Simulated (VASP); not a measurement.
The system is RbBr.

```
Rb Br
1.0
     4.77109    0.00000    0.00000
    -2.38554    4.13188    0.00000
     0.00000    0.00000    8.41015
Rb Br
2 2
Cartesian
  0.0000 0.0000 0.0000
  0.0000 0.0000 4.2051
  0.0000 2.7546 2.1025
  2.3855 1.3773 6.3076
```

Base run:

| Quantity | Value |
| --- | --- |
| Program | VASP 6.6.1 |
| Functional | PBE |
| Potentials or basis | VASP PAW PBE potentials, release 64 (Rb_sv, Br) |
| Cutoff | 520 eV |
| k mesh | 6 × 6 × 2 |
| Occupations | gaussian, width 0.01 eV |
| Spin | no spin polarisation |

Its results: band gap on the k mesh 4.23 eV, direct; pressure 0.6 GPa.

Problem. After a change of settings the same cell gave: band gap on the k mesh 4.09 eV, direct; pressure -0.4 GPa. Which change was it?
A. functional from PBE to r2SCAN
B. functional from PBE to LDA; potentials or basis from VASP PAW PBE potentials, release 64 (Rb_sv, Br) to VASP PAW LDA potentials, release 64 (Rb_sv, Br)
C. functional from PBE to PBEsol; k mesh from 6 × 6 × 2 to 6 × 6 × 4

Solution. C.

Caveats: the PAW data sets were made with another functional, which shifts forces and pressure a little (some runs).
